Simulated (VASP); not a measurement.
# C in VASP: single point with PBE+D3(BJ)

Aim: the single point of C with PBE+D3(BJ).

Program: VASP 6.6.1. These are calculated values, not measurements. Logs are shortened: lines on timing, memory, paths and dates and some standing lists are left out, and cuts for length are marked.

**1. The cell of the first run**

The cell holds a slab with vacuum, 4 atoms: a = 2.466 Å, b = 2.466 Å, c = 17.500 Å, α = 90.00°, β = 90.00°, γ = 120.00°.

**2. Single point, PBE+D3(BJ)**

INCAR reads:

```
SYSTEM = C
ALGO = Normal
DIPOL = 0.5 0.5 0.352
EDIFF = 1E-6
ENCUT = 520
GGA = PE
IDIPOL = 3
ISIF = 2
ISMEAR = 0
IVDW = 12
LASPH = .True.
LCHARG = .False.
LDIPOL = .True.
LREAL = .False.
LWAVE = .False.
NBANDS = 16
NELM = 60
PREC = Accurate
SIGMA = 0.1
```

KPOINTS reads:

```
k-points
0
Gamma
  15 15 1
  0 0 0
```

POSCAR reads:

```
C
1.0
    2.4657005714      0.0000000000      0.0000000000
   -1.2328502857      2.1353593330      0.0000000000
    0.0000000000      0.0000000000     17.5000000000
C
4
Direct
    0.3333333333      0.6666666667      0.2571428571
    0.6666666667      0.3333333333      0.2571428571
    0.3333333333      1.1666666667      0.4462857143
    0.6666666667      0.8333333333      0.4462857143
```

Potentials or basis: VASP PAW PBE potentials, release 64 (C).

Launch:

```console
cat potpaw_PBE.64/C/POTCAR > POTCAR
mpirun -np 1 vasp_std > vasp.out
```

OUTCAR:

```text
SYSTEM = C
   EDIFF = 1E-6
   ENCUT = 520
   GGA = PE
   ISIF = 2
   ISMEAR = 0
   IVDW = 12
   LASPH = .True.
   LREAL = .False.
   NELM = 60
   PREC = Accurate
 IVDW          = 12

 ion  position               nearest neighbor table
   1  0.333  0.667  0.257-   2 1.42   2 1.42   2 1.42
   2  0.667  0.333  0.257-   1 1.42   1 1.42   1 1.42
   3  0.333  0.167  0.446-   4 1.42   4 1.42   4 1.42
   4  0.667  0.833  0.446-   3 1.42   3 1.42   3 1.42

  LATTYP: Found a hexagonal cell.
 ALAT       =     2.4657005714
 C/A-ratio  =     7.0973743540

  Lattice vectors:

 A1 = (   2.4657005714,   0.0000000000,   0.0000000000)
 A2 = (  -1.2328502857,   2.1353593330,   0.0000000000)
 A3 = (   0.0000000000,   0.0000000000,  17.5000000000)

Analysis of symmetry for initial positions (statically):
=====================================================================
 Subroutine PRICEL returns:
 Original cell was already a primitive cell.

 Routine SETGRP: Setting up the symmetry group for a
 hexagonal supercell.

 Subroutine GETGRP returns: Found  8 space group operations
 (whereof  4 operations were pure point group operations)
 out of a pool of 24 trial point group operations.

The static configuration has the point symmetry C_2v.
 The point group associated with its full space group is D_2h.

Analysis of symmetry for dynamics (positions and initial velocities):
=====================================================================
 Subroutine PRICEL returns:
 Original cell was already a primitive cell.

 Routine SETGRP: Setting up the symmetry group for a
 hexagonal supercell.

 Subroutine GETGRP returns: Found  8 space group operations
 (whereof  4 operations were pure point group operations)
 out of a pool of 24 trial point group operations.

The dynamic configuration has the point symmetry C_2v.
 The point group associated with its full space group is D_2h.

 Subroutine INISYM returns: Found  8 space group operations
 (whereof  4 operations are pure point group operations),
 and found     1 'primitive' translations

----------------------------------------------------------------------------------------

                                     Primitive cell

  volume of cell :      92.1402

  direct lattice vectors                    reciprocal lattice vectors
     2.465700571  0.000000000  0.000000000     0.405564249  0.234152628  0.000000000
    -1.232850286  2.135359333  0.000000000     0.000000000  0.468305256  0.000000000
     0.000000000  0.000000000 17.500000000     0.000000000  0.000000000  0.057142857

  length of vectors
     2.465700571  2.465700571 17.500000000     0.468305256  0.468305256  0.057142857

  position of ions in fractional coordinates (direct lattice)
     0.333333333  0.666666667  0.257142857
     0.666666667  0.333333333  0.257142857
     0.333333333  0.166666667  0.446285714
     0.666666667  0.833333333  0.446285714

  ion indices of the primitive-cell ions
   primitive index   ion index
                 1           1
                 2           2
                 3           3
                 4           4

----------------------------------------------------------------------------------------

 KPOINTS: k-points

Automatic generation of k-mesh.
 Grid dimensions read from file:
 generate k-points for:   15   15    1

 Generating k-lattice:

  Cartesian coordinates                     Fractional coordinates (reciprocal lattice)
     0.027037617  0.015610175  0.000000000     0.066666667  0.000000000  0.000000000
     0.000000000  0.031220350  0.000000000     0.000000000  0.066666667  0.000000000
     0.000000000  0.000000000  0.057142857     0.000000000  0.000000000  1.000000000

  Length of vectors
     0.031220350  0.031220350  0.057142857

  Shift w.r.t. Gamma in fractional coordinates (k-lattice)
     0.000000000  0.000000000  0.000000000

 Subroutine IBZKPT returns following result:
 ===========================================

 Found     64 irreducible k-points:

 Following reciprocal coordinates:
            Coordinates               Weight
  0.000000  0.000000  0.000000      1.000000
  0.066667  0.000000  0.000000      2.000000
  0.000000  0.066667  0.000000      4.000000
  0.133333  0.000000  0.000000      2.000000
  0.000000  0.133333  0.000000      4.000000
  0.200000  0.000000  0.000000      2.000000
[... 16 lines left out ...]
 -0.266667  0.200000  0.000000      4.000000
  0.266667  0.066667  0.000000      4.000000
 [... further k-points ...]
   k-points           NKPTS =     64   k-points in BZ     NKDIM =     64   number of bands    NBANDS=     16
   number of dos      NEDOS =    301   number of ions     NIONS =      4
   total plane-waves  NPLWV =  45360
   dimension x,y,z NGX =    18 NGY =   18 NGZ =  140
   dimension x,y,z NGXF=    36 NGYF=   36 NGZF=  280
   ions per type =               4
   NGX,Y,Z   is equivalent  to a cutoff of  12.14, 12.14, 13.30 a.u.
   NGXF,Y,Z  is equivalent  to a cutoff of  24.27, 24.27, 26.60 a.u.
 SYSTEM =  C
   PREC   = accura    normal or accurate (medium, high low for compatibility)
   ISTART =      0    job   : 0-new  1-cont  2-samecut
   ICHARG =      2    charge: 1-file 2-atom 10-const
   ISPIN  =      1    spin polarized calculation?
   LNONCOLLINEAR =      F non collinear calculations
   LSORBIT =      F    spin-orbit coupling
   LASPH  =      T    aspherical Exc in radial PAW
   ENCUT  =  520.0 eV  38.22 Ry    6.18 a.u.   4.58  4.58 32.54*2*pi/ulx,y,z
   NELM   =     60;   NELMIN=  2; NELMDL= -5     # of ELM steps
   EDIFF  = 0.1E-05   stopping-criterion for ELM
   LREAL  =      F    real-space projection
   EDIFFG = 0.1E-04   stopping-criterion for IOM
   NSW    =      0    number of steps for IOM
   IBRION =     -1    ionic relax: 0-MD 1-quasi-New 2-CG
   NFREE  =      0    steps in history (QN), initial steepest desc. (CG)
   ISIF   =      2    stress and relaxation
   ISYM   =      2    0-nonsym 1-usesym 2-fastsym
   POTIM  = 0.5000    time-step for ionic-motion
   TEBEG  =    0.0;   TEEND  =   0.0 temperature during run
   PSTRESS=    0.0 pullay stress
   NELECT =      16.0000    total number of electrons
   NUPDOWN=      -1.0000    fix difference up-down
   EMIN   =  10.00;   EMAX   =-10.00  energy-range for DOS
   EFERMI =   0.00;   METHOD = LEGACY
   ISMEAR =     0;   SIGMA  =   0.10  broadening in eV -4-tet -1-fermi 0-gaus
   EFERMI_NEDOS =   21; number of points for ismear=-14 and -15
   IALGO  =     38    algorithm
   IMIX   =      4    mixing-type and parameters
     AMIX     =   0.40;   BMIX     =  1.00
     AMIX_MAG =   1.60;   BMIX_MAG =  1.00
  volume/ion in A,a.u.               =      23.04       155.45
  Fermi-wavevector in a.u.,A,eV,Ry     =   0.913338  1.725959 11.349803  0.834187
  Thomas-Fermi vector in A             =   2.037838
   LORBIT       =      0    0 simple, 1 ext, 2 COOP (PROOUT), +10 PAW based schemes
   GGA     = PE    functional components
   LHFCALC =     F    Hartree Fock is set to
   AEXX    =    0.0000 exact exchange contribution
   IVDW    =    12    specifies the selected vdW correction
   LEPSILON=     F    determine dielectric tensor
   LRPA    =     F    only Hartree local field effects (RPA)
 non-spin polarized calculation
 Gauss-broadening in eV      SIGMA  =   0.10
  energy-cutoff  :      520.00
  volume of cell :       92.14
 maximum number of plane-waves:      2521
   NGX =  9   NGY =  9   NGZ = 65

 dipolmoment           0.000000      0.000000      0.000223 electrons x Angstroem

 number of electron      15.9999998 magnetization

 dipolmoment           0.000000      0.000000     -0.000000 electrons x Angstroem

 Free energy of the ion-electron system (eV)
  ---------------------------------------------------
  ext. energy  EPLUGINS =         0.00000000
  ---------------------------------------------------
  free energy    TOTEN  =       -36.86477166 eV

  energy without entropy =      -36.86454407  energy(sigma->0) =      -36.86465786

 E-fermi :  -0.8484     XC(G=0):  -4.4231

 val. band max:       -0.9702126796   @ k =   0.3333   0.3333   0.0000
 cond. band min:      -0.7266383510   @ k =   0.3333   0.3333   0.0000
 fundamental gap:      0.2435743286
 Fermi energy:        -0.8484253195

 k-point     1 :       0.0000    0.0000    0.0000
  band No.  band energies     occupation
      1     -20.4372      2.00000
      2     -20.2699      2.00000
      3      -8.9573      2.00000
      4      -7.9153      2.00000
      5      -3.8788      2.00000
      6      -3.8724      2.00000
[... 8 lines left out ...]
     15       7.4727      0.00000
     16       7.4920      0.00000

 k-point     2 :       0.0667    0.0000    0.0000
  band No.  band energies     occupation
      1     -20.3316      2.00000
      2     -20.1653      2.00000
      3      -8.8302      2.00000
      4      -7.7920      2.00000
      5      -4.2996      2.00000
      6      -4.2872      2.00000
[... 8 lines left out ...]
     15       7.5397      0.00000
     16       7.9054      0.00000

 k-point     3 :       0.0000    0.0667    0.0000
  band No.  band energies     occupation
      1     -20.3316      2.00000
      2     -20.1653      2.00000
      3      -8.8300      2.00000
      4      -7.7922      2.00000
      5      -4.3026      2.00000
      6      -4.2836      2.00000
[... 8 lines left out ...]
     15       7.5573      0.00000
     16       7.9341      0.00000
[... 362 lines left out ...]
 k-point    23 :      -0.2667    0.2000    0.0000
  band No.  band energies     occupation
      1     -19.0743      2.00000
      2     -18.9205      2.00000
      3      -7.8694      2.00000
      4      -7.8230      2.00000
      5      -7.3293      2.00000
      6      -6.3487      2.00000
[... 8 lines left out ...]
     15       7.5301      0.00000
     16       7.7568      0.00000

 k-point    24 :       0.2667    0.0667    0.0000
  band No.  band energies     occupation
      1     -18.2482      2.00000
      2     -18.1018      2.00000
      3      -9.5948      2.00000
      4      -9.5313      2.00000
      5      -6.6899      2.00000
      6      -6.6567      2.00000
[... 8 lines left out ...]
     15       7.5572      0.00000
     16       8.6864      0.00000

 [... further k-points ...]

------------------------ aborting loop because EDIFF is reached ----------------------------------------

 vacuum level on the upper side and lower side of the slab       (xc-potential included)        -0.109        -0.110

 Edisp (eV)   -0.48400

 E8    (eV) :    -0.1449

  FORCE on cell =-STRESS in cart. coord.  units (eV):
  Direction    XX          YY          ZZ          XY          YZ          ZX
  --------------------------------------------------------------------------------------
  -------------------------------------------------------------------------------------
  Total       0.08154     0.11859     0.10838    -0.03209     0.00000     0.00000
  in kB       1.41788     2.06213     1.88451    -0.55793     0.00000     0.00000
  external pressure =        1.79 kB  Pullay stress =        0.00 kB

 VOLUME and BASIS-vectors are now :
 -----------------------------------------------------------------------------
  energy-cutoff  :      520.00
  volume of cell :       92.14
      direct lattice vectors                 reciprocal lattice vectors
     2.465700571  0.000000000  0.000000000     0.405564249  0.234152628  0.000000000
    -1.232850286  2.135359333  0.000000000     0.000000000  0.468305256  0.000000000
     0.000000000  0.000000000 17.500000000     0.000000000  0.000000000  0.057142857

 POSITION                                       TOTAL-FORCE (eV/Angst)
 -----------------------------------------------------------------------------------
     -0.00000      1.42357      4.50000         0.002283      0.001318     -0.020196
      1.23285      0.71179      4.50000        -0.002283     -0.001318     -0.020196
      0.61643      0.35589      7.81000         0.002283      0.001318      0.020196
      0.61643      1.77947      7.81000        -0.002283     -0.001318      0.020196
 -----------------------------------------------------------------------------------
    total drift:                               -0.000000     -0.000000     -0.000013

  FREE ENERGIE OF THE ION-ELECTRON SYSTEM (eV)
  ---------------------------------------------------
  free  energy   TOTEN  =       -37.3487700755 eV

  energy  without entropy=      -37.3485424824  energy(sigma->0) =      -37.34865628

 vacuum level on the upper side and lower side of the slab         3.391         3.390
```

Run time: 94 s. Hardware: 1 thread of Intel Xeon 6975P-C (Granite Rapids), shared host; peak memory 0.23 GiB.

What came out:

- Free energy: -37.3488 eV
- Largest force: 0.020 eV/Å
- Band gap on the k mesh: 0.24 eV, direct
- Dispersion energy per atom: -0.121 eV

Forces in eV/Å, atoms in the order of the input:
```
C    0.002  0.001 -0.020
C   -0.002 -0.001 -0.020
C    0.002  0.001  0.020
C   -0.002 -0.001  0.020
```
